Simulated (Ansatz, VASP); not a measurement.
## Two plane-wave programs on ScOs3

```
Sc Os
1.0
     5.02137    0.00000    0.00000
     0.00000    5.02137    0.00000
     0.00000    0.00000    5.02137
Sc Os
2 6
Direct
  0.00000 0.00000 0.00000
  0.50000 0.50000 0.50000
  0.00000 0.50000 0.25000
  0.00000 0.50000 0.75000
  0.25000 0.00000 0.50000
  0.75000 0.00000 0.50000
  0.50000 0.75000 0.00000
  0.50000 0.25000 0.00000
```

Alike in both runs: functional PBE; k mesh 8 × 8 × 8; occupations gaussian, width 0.1 eV; no spin polarisation.

Ansatz relaxed the structure, and its values are those at the end. VASP's run is a single point on that final structure, the one shown.

|  | VASP | Ansatz |
| --- | --- | --- |
| version | VASP 6.6.1 | Ansatz 0.2.0 |
| potentials or method | VASP PAW PBE potentials, release 64 (Sc_sv, Os), cutoff 600 eV | scalar-relativistic, plane waves, PAW |
| valence electrons in the cell | 70 | 118 |

VASP gave:

```
gap on the k mesh at the Fermi level (eV) : none
pressure (GPa)                            : 0.1
```

What did Ansatz give for the same quantities?

gap on the k mesh at the Fermi level (eV): none; pressure (GPa): 0.0.

A gap of «none» marks a metal or a gap that the smearing closes. VASP's potentials hold 70 valence electrons a cell and Ansatz's 118, so a difference there can come from the potentials and not from the codes.

Neither program's run includes spin-orbit coupling.
